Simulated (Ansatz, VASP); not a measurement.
Two plane-wave programs on Hf2B

```
CELL_PARAMETERS angstrom
4.41934 0.00000 0.00000
-2.20967 3.82726 0.00000
0.00000 0.00000 5.31960
ATOMIC_POSITIONS crystal
Hf 0.33333 0.66667 0.75000
Hf 0.66667 0.33333 0.25000
Hf 0.00000 0.00000 0.00000
Hf 0.00000 0.00000 0.50000
B 0.33333 0.66667 0.25000
B 0.66667 0.33333 0.75000
```

Alike in both runs: task relaxation of cell and atoms; functional PBEsol; k mesh 12 × 12 × 8; occupations gaussian, width 0.1 eV; no spin polarisation.

|  | VASP | Ansatz |
| --- | --- | --- |
| version | VASP 6.6.1 | Ansatz 0.2.0 |
| potentials or method | VASP PAW PBE potentials, release 64 (Hf_pv, B), cutoff 600 eV | scalar-relativistic, plane waves, PAW |
| valence electrons in the cell | 46 | 110 |

|  | VASP | Ansatz | Ansatz less VASP |
| --- | --- | --- | --- |
| gap on the k mesh at the Fermi level, each at its own relaxed structure (eV) | none | none | - |
| relaxed volume (Å³/atom) | 15.26 | 15.31 | +0.045 |
| relaxed length of the cell vector where the two differ most in proportion (Å) | 5.438 | 5.446 | +0.0077 |

VASP's potentials were made for PBE, not for PBEsol. A gap of «none» marks a metal or a gap that the smearing closes. VASP's potentials hold 46 valence electrons a cell and Ansatz's 110, so a difference there can come from the potentials and not from the codes.

Spin-orbit coupling is off throughout.
